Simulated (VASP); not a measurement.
# Al (Pm-3m) in VASP: relaxation of cell and atoms with r2SCAN

Aim: the relaxation of cell and atoms of Al with r2SCAN.

Program: VASP 6.6.1. These are calculated values, not measurements. Logs are shortened: lines on timing, memory, paths and dates and some standing lists are left out, and cuts for length are marked.

### 1 The cell of the first run

The structure is cubic, space group Pm-3m (No. 221). Conventional cell: a = 2.705 Å, b = 2.705 Å, c = 2.705 Å, α = 90.00°, β = 90.00°, γ = 90.00°. Al (site symmetry m-3m) has 6 Al at 2.70 Å within 3.6 Å.

This isn't the form of Al at room conditions, which is fcc.

### 2 Relaxation of cell and atoms, r2SCAN

The input, POSCAR:

```
Al
1.0
    2.7047302854      0.0000000000      0.0000000000
    0.0000000000      2.7047302854      0.0000000000
    0.0000000000      0.0000000000      2.7047302854
Al
1
Direct
    0.0000000000      0.0000000000      0.0000000000
```

The input, INCAR.step1:

```
SYSTEM = Al
  PREC = Accurate
  ENCUT = 600
  ISMEAR = 0
  SIGMA = 0.1
  LREAL = .FALSE.
  LASPH = .TRUE.
  NELM = 80
  GGA = PE
  ALGO = Normal
  EDIFF = 1E-4
  LWAVE = .TRUE.
  LCHARG = .FALSE.
```

The input, INCAR.step2:

```
SYSTEM = Al
  PREC = Accurate
  ENCUT = 600
  EDIFF = 1E-6
  ISMEAR = 0
  SIGMA = 0.1
  LREAL = .FALSE.
  LASPH = .TRUE.
  NELM = 80
  ALGO = Normal
  ISIF = 3
  LWAVE = .FALSE.
  LCHARG = .FALSE.
  METAGGA = R2SCAN
  LMIXTAU = .TRUE.
  IBRION = 2
  NSW = 100
  EDIFFG = -0.01
  ISTART = 1
```

The input, KPOINTS:

```
regular mesh
0
G
  20 20 20
  0 0 0
```

Potentials or basis: VASP PAW PBE potentials, release 64 (Al).

Launch:

```
$ cat potpaw_PBE.64/Al/POTCAR > POTCAR
$ cp INCAR.step1 INCAR
$ mpirun -np 1 vasp_std > vasp.out
$ cp INCAR.step2 INCAR
$ mpirun -np 1 vasp_std > vasp.out
```

OUTCAR:

```text
SYSTEM = Al
   PREC = Accurate
   ENCUT = 600
   EDIFF = 1E-6
   ISMEAR = 0
   LREAL = .FALSE.
   LASPH = .TRUE.
   NELM = 80
   ISIF = 3
   METAGGA = R2SCAN
   IBRION = 2
   NSW = 100
   EDIFFG = -0.01
   ISTART = 1

 ion  position               nearest neighbor table
   1  0.000  0.000  0.000-

  LATTYP: Found a simple cubic cell.
 ALAT       =     2.7047302854

  Lattice vectors:

 A1 = (   2.7047302854,   0.0000000000,   0.0000000000)
 A2 = (   0.0000000000,   2.7047302854,   0.0000000000)
 A3 = (   0.0000000000,   0.0000000000,   2.7047302854)

Analysis of symmetry for initial positions (statically):
=====================================================================
 Subroutine PRICEL returns:
 Original cell was already a primitive cell.

 Routine SETGRP: Setting up the symmetry group for a
 simple cubic supercell.

 Subroutine GETGRP returns: Found 48 space group operations
 (whereof 48 operations were pure point group operations)
 out of a pool of 48 trial point group operations.

The static configuration has the point symmetry O_h .

Analysis of symmetry for dynamics (positions and initial velocities):
=====================================================================
 Subroutine PRICEL returns:
 Original cell was already a primitive cell.

 Routine SETGRP: Setting up the symmetry group for a
 simple cubic supercell.

 Subroutine GETGRP returns: Found 48 space group operations
 (whereof 48 operations were pure point group operations)
 out of a pool of 48 trial point group operations.

The dynamic configuration has the point symmetry O_h .

 Subroutine INISYM returns: Found 48 space group operations
 (whereof 48 operations are pure point group operations),
 and found     1 'primitive' translations

----------------------------------------------------------------------------------------

                                     Primitive cell

  volume of cell :      19.7866

  direct lattice vectors                    reciprocal lattice vectors
     2.704730285  0.000000000  0.000000000     0.369722632  0.000000000  0.000000000
     0.000000000  2.704730285  0.000000000     0.000000000  0.369722632  0.000000000
     0.000000000  0.000000000  2.704730285     0.000000000  0.000000000  0.369722632

  length of vectors
     2.704730285  2.704730285  2.704730285     0.369722632  0.369722632  0.369722632

  position of ions in fractional coordinates (direct lattice)
     0.000000000  0.000000000  0.000000000

  ion indices of the primitive-cell ions
   primitive index   ion index
                 1           1

----------------------------------------------------------------------------------------

 KPOINTS: regular mesh

Automatic generation of k-mesh.
 Grid dimensions read from file:
 generate k-points for:   20   20   20

 Generating k-lattice:

  Cartesian coordinates                     Fractional coordinates (reciprocal lattice)
     0.018486132  0.000000000  0.000000000     0.050000000  0.000000000  0.000000000
     0.000000000  0.018486132  0.000000000     0.000000000  0.050000000  0.000000000
     0.000000000  0.000000000  0.018486132     0.000000000  0.000000000  0.050000000

  Length of vectors
     0.018486132  0.018486132  0.018486132

  Shift w.r.t. Gamma in fractional coordinates (k-lattice)
     0.000000000  0.000000000  0.000000000

 Subroutine IBZKPT returns following result:
 ===========================================

 Found    286 irreducible k-points:

 Following reciprocal coordinates:
            Coordinates               Weight
  0.000000  0.000000  0.000000      1.000000
  0.050000  0.000000  0.000000      6.000000
  0.100000  0.000000  0.000000      6.000000
  0.150000  0.000000  0.000000      6.000000
  0.200000  0.000000  0.000000      6.000000
  0.250000  0.000000  0.000000      6.000000
[... 16 lines left out ...]
  0.150000  0.100000  0.000000     24.000000
  0.200000  0.100000  0.000000     24.000000
 [... further k-points ...]
   k-points           NKPTS =    286   k-points in BZ     NKDIM =    286   number of bands    NBANDS=      5
   number of dos      NEDOS =    301   number of ions     NIONS =      1
   total plane-waves  NPLWV =  13824
   dimension x,y,z NGX =    24 NGY =   24 NGZ =   24
   dimension x,y,z NGXF=    48 NGYF=   48 NGZF=   48
   ions per type =               1
   NGX,Y,Z   is equivalent  to a cutoff of  14.75, 14.75, 14.75 a.u.
   NGXF,Y,Z  is equivalent  to a cutoff of  29.50, 29.50, 29.50 a.u.
 SYSTEM =  Al
   PREC   = accura    normal or accurate (medium, high low for compatibility)
   ISTART =      1    job   : 0-new  1-cont  2-samecut
   ICHARG =      0    charge: 1-file 2-atom 10-const
   ISPIN  =      1    spin polarized calculation?
   LNONCOLLINEAR =      F non collinear calculations
   LSORBIT =      F    spin-orbit coupling
   LASPH  =      T    aspherical Exc in radial PAW
   ENCUT  =  600.0 eV  44.10 Ry    6.64 a.u.   5.40  5.40  5.40*2*pi/ulx,y,z
   NELM   =     80;   NELMIN=  2; NELMDL=  0     # of ELM steps
   EDIFF  = 0.1E-05   stopping-criterion for ELM
   LREAL  =      F    real-space projection
   EDIFFG = -.1E-01   stopping-criterion for IOM
   NSW    =    100    number of steps for IOM
   IBRION =      2    ionic relax: 0-MD 1-quasi-New 2-CG
   NFREE  =      1    steps in history (QN), initial steepest desc. (CG)
   ISIF   =      3    stress and relaxation
   ISYM   =      2    0-nonsym 1-usesym 2-fastsym
   POTIM  = 0.5000    time-step for ionic-motion
   TEBEG  =    0.0;   TEEND  =   0.0 temperature during run
   PSTRESS=    0.0 pullay stress
   NELECT =       3.0000    total number of electrons
   NUPDOWN=      -1.0000    fix difference up-down
   EMIN   =  10.00;   EMAX   =-10.00  energy-range for DOS
   EFERMI =   0.00;   METHOD = LEGACY
   ISMEAR =     0;   SIGMA  =   0.10  broadening in eV -4-tet -1-fermi 0-gaus
   EFERMI_NEDOS =   21; number of points for ismear=-14 and -15
   IALGO  =     38    algorithm
   IMIX   =      4    mixing-type and parameters
     AMIX     =   0.40;   BMIX     =  1.00
     AMIX_MAG =   1.60;   BMIX_MAG =  1.00
  volume/ion in A,a.u.               =      19.79       133.53
  Fermi-wavevector in a.u.,A,eV,Ry     =   0.872954  1.649644 10.368298  0.762048
  Thomas-Fermi vector in A             =   1.992276
   LORBIT       =      0    0 simple, 1 ext, 2 COOP (PROOUT), +10 PAW based schemes
   METAGGA = R2SCAN    functional components
   LHFCALC =     F    Hartree Fock is set to
   AEXX    =    0.0000 exact exchange contribution
   IVDW    =     0    specifies the selected vdW correction
   LEPSILON=     F    determine dielectric tensor
   LRPA    =     F    only Hartree local field effects (RPA)
 conjugate gradient relaxation of ions
 non-spin polarized calculation
 Gauss-broadening in eV      SIGMA  =   0.10
  energy-cutoff  :      600.00
  volume of cell :       19.79
 maximum number of plane-waves:       691
 NGX is ok and might be reduce to    24
   NGX = 11   NGY = 11   NGZ = 11

 number of electron       3.0000000 magnetization

 Free energy of the ion-electron system (eV)
  ---------------------------------------------------
  ext. energy  EPLUGINS =         0.00000000
  ---------------------------------------------------
  free energy    TOTEN  =        -6.28188115 eV

  energy without entropy =       -6.28012013  energy(sigma->0) =       -6.28100064

 E-fermi :   5.7825     XC(G=0): -10.0709

 val. band max:        5.7758835157   @ k =   0.4000   0.3500   0.1500
 cond. band min:       5.7939238006   @ k =   0.5000   0.5000   0.0000
 fundamental gap:      0.0180402849
 Fermi energy:         5.7824997885

 k-point     1 :       0.0000    0.0000    0.0000
  band No.  band energies     occupation
      1      -4.4435      2.00000
      2      14.2544      0.00000
      3      14.2544      0.00000
      4      15.7269      0.00000
      5      15.7269      0.00000

 k-point     2 :       0.0500    0.0000    0.0000
  band No.  band energies     occupation
      1      -4.3901      2.00000
      2      13.2368      0.00000
      3      14.2996      0.00000
      4      15.7717      0.00000
      5      15.7717      0.00000

 k-point     3 :       0.1000    0.0000    0.0000
  band No.  band energies     occupation
      1      -4.2302      2.00000
      2      11.7039      0.00000
      3      14.4343      0.00000
      4      15.9061      0.00000
      5      15.9061      0.00000

 k-point     4 :       0.1500    0.0000    0.0000
  band No.  band energies     occupation
      1      -3.9642      2.00000
      2      10.1377      0.00000
      3      14.6554      0.00000
      4      16.1298      0.00000
      5      16.1298      0.00000

 k-point     5 :       0.2000    0.0000    0.0000
  band No.  band energies     occupation
      1      -3.5930      2.00000
      2       8.6017      0.00000
      3      14.9568      0.00000
      4      16.4426      0.00000
      5      16.4426      0.00000

 k-point     6 :       0.2500    0.0000    0.0000
  band No.  band energies     occupation
      1      -3.1178      2.00000
      2       7.1211      0.00000
      3      15.3282      0.00000
      4      16.8437      0.00000
      5      16.8437      0.00000

 k-point     7 :       0.3000    0.0000    0.0000
  band No.  band energies     occupation
      1      -2.5408      2.00000
      2       5.7104      1.69219
      3      15.7518      0.00000
      4      17.3316      0.00000
      5      17.3316      0.00000

 k-point     8 :       0.3500    0.0000    0.0000
  band No.  band energies     occupation
      1      -1.8652      2.00000
      2       4.3807      2.00000
      3      16.1973      0.00000
      4      17.9023      0.00000
      5      17.9023      0.00000

 k-point     9 :       0.4000    0.0000    0.0000
  band No.  band energies     occupation
      1      -1.0987      2.00000
      2       3.1442      2.00000
      3      16.6141      0.00000
      4      18.5449      0.00000
      5      18.5449      0.00000

 k-point    10 :       0.4500    0.0000    0.0000
  band No.  band energies     occupation
      1      -0.2702      2.00000
      2       2.0326      2.00000
      3      16.9252      0.00000
      4      19.2142      0.00000
      5      19.2142      0.00000

 k-point    11 :       0.5000    0.0000    0.0000
  band No.  band energies     occupation
      1       0.3205      2.00000
      2       1.3474      2.00000
      3      17.0431      0.00000
      4      19.6230      0.00000
      5      19.6230      0.00000

 k-point    12 :       0.0500    0.0500    0.0000
  band No.  band energies     occupation
      1      -4.3368      2.00000
      2      12.9942      0.00000
      3      13.6626      0.00000
      4      15.8165      0.00000
      5      16.1503      0.00000

 k-point    13 :       0.1000    0.0500    0.0000
  band No.  band energies     occupation
      1      -4.1769      2.00000
      2      11.6930      0.00000
      3      13.6057      0.00000
      4      15.9508      0.00000
      5      16.3904      0.00000

 k-point    14 :       0.1500    0.0500    0.0000
  band No.  band energies     occupation
      1      -3.9110      2.00000
      2      10.1631      0.00000
      3      13.8087      0.00000
      4      16.1744      0.00000
      5      16.6360      0.00000

 k-point    15 :       0.2000    0.0500    0.0000
  band No.  band energies     occupation
      1      -3.5398      2.00000
      2       8.6396      0.00000
      3      14.1134      0.00000
      4      16.4870      0.00000
      5      16.9515      0.00000

 k-point    16 :       0.2500    0.0500    0.0000
  band No.  band energies     occupation
      1      -3.0648      2.00000
      2       7.1646      0.00000
      3      14.5007      0.00000
      4      16.8879      0.00000
      5      17.3418      0.00000

 k-point    17 :       0.3000    0.0500    0.0000
  band No.  band energies     occupation
      1      -2.4879      2.00000
      2       5.7569      1.28250
      3      14.9555      0.00000
      4      17.3755      0.00000
      5      17.8002      0.00000

 k-point    18 :       0.3500    0.0500    0.0000
  band No.  band energies     occupation
      1      -1.8126      2.00000
      2       4.4289      2.00000
      3      15.4535      0.00000
      4      17.9458      0.00000
      5      18.3122      0.00000

 k-point    19 :       0.4000    0.0500    0.0000
  band No.  band energies     occupation
      1      -1.0462      2.00000
      2       3.1935      2.00000
      3      15.9470      0.00000
      4      18.5877      0.00000
      5      18.8560      0.00000

 k-point    20 :       0.4500    0.0500    0.0000
  band No.  band energies     occupation
      1      -0.2177      2.00000
      2       2.0824      2.00000
      3      16.3435      0.00000
      4      19.2560      0.00000
      5      19.4109      0.00000

 k-point    21 :       0.5000    0.0500    0.0000
  band No.  band energies     occupation
      1       0.3736      2.00000
      2       1.3967      2.00000
      3      16.5033      0.00000
      4      19.6633      0.00000
      5      19.9785      0.00000

 k-point    22 :       0.1000    0.1000    0.0000
  band No.  band energies     occupation
      1      -4.0171      2.00000
      2      11.3899      0.00000
      3      12.5790      0.00000
      4      16.0849      0.00000
      5      16.8271      0.00000

 k-point    23 :       0.1500    0.1000    0.0000
  band No.  band energies     occupation
      1      -3.7514      2.00000
      2      10.1992      0.00000
      3      12.4586      0.00000
      4      16.3082      0.00000
      5      17.1511      0.00000

 k-point    24 :       0.2000    0.1000    0.0000
  band No.  band energies     occupation
      1      -3.3807      2.00000
      2       8.7433      0.00000
      3      12.7103      0.00000
      4      16.6203      0.00000
      5      17.4922      0.00000

 [... further k-points ...]
[... 5 lines left out ...]
  --------------------------------------------------------------------------------------
  -------------------------------------------------------------------------------------
  Total        0.0035241      0.0035241      0.0035241     -0.0000000     -0.0000000     -0.0000000
  in kB        0.2853535      0.2853535      0.2853535     -0.0000000     -0.0000000     -0.0000000
  external PRESSURE =       0.2853535 kB  Pullay stress =       0.0000000 kB

 VOLUME and BASIS-vectors are now :
 -----------------------------------------------------------------------------
  energy-cutoff  :      600.00
  volume of cell :       19.79
      direct lattice vectors                 reciprocal lattice vectors
     2.704730285  0.000000000  0.000000000     0.369722632  0.000000000  0.000000000
     0.000000000  2.704730285  0.000000000     0.000000000  0.369722632  0.000000000
     0.000000000  0.000000000  2.704730285     0.000000000  0.000000000  0.369722632

 POSITION                                       TOTAL-FORCE (eV/Angst)
 -----------------------------------------------------------------------------------
      0.00000      0.00000      0.00000         0.000000      0.000000      0.000000
 -----------------------------------------------------------------------------------
    total drift:                                0.000000     -0.000000     -0.000000

  FREE ENERGIE OF THE ION-ELECTRON SYSTEM (eV)
  ---------------------------------------------------
  free  energy   TOTEN  =        -6.2818811487 eV

  energy  without entropy=       -6.2801201328  energy(sigma->0) =       -6.28100064

 reached required accuracy - stopping structural energy minimisation
```

Run time: 81 s. Hardware: 1 thread of Intel Xeon 8259CL, shared host; peak memory 0.16 GiB.

What came out:

```
Free energy             : -6.2819 eV
Pressure after relaxing : 0.0 GPa
Band gap on the k mesh  : zero (an odd number of electrons rules out a gap without spin polarisation)
```

Final structure:
```
Al
1.0
     2.70473    0.00000    0.00000
     0.00000    2.70473    0.00000
     0.00000    0.00000    2.70473
Al
1
Cartesian
  0.0000 0.0000 0.0000
```

Caveat: the PAW data sets were made with another functional, which shifts forces and pressure a little.
